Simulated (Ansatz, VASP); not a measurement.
**Two plane-wave programs on Cd**

```
CELL_PARAMETERS angstrom
0.00000 2.25047 2.25047
2.25047 0.00000 2.25047
2.25047 2.25047 0.00000
ATOMIC_POSITIONS crystal
Cd 0.00000 0.00000 0.00000
```

Alike in both runs: task single point; functional PBEsol; k mesh 16 × 16 × 16; occupations gaussian, width 0.1 eV; no spin polarisation.

```csv
,VASP,Ansatz
version,VASP 6.6.1,Ansatz 0.2.0
potentials or method,"VASP PAW PBE potentials, release 64 (Cd), cutoff 520 eV","scalar-relativistic, plane waves, PAW"
valence electrons in the cell,12,20
```

|  | VASP | Ansatz | Ansatz less VASP |
| --- | --- | --- | --- |
| gap on the k mesh at the Fermi level (eV) | none | none | - |
| pressure (GPa) | -3.5 | -3.7 | -0.23 |

VASP's potentials were made for PBE, not for PBEsol. A gap of «none» marks a metal or a gap that the smearing closes. VASP's potentials hold 12 valence electrons a cell and Ansatz's 20, so a difference there can come from the potentials and not from the codes.
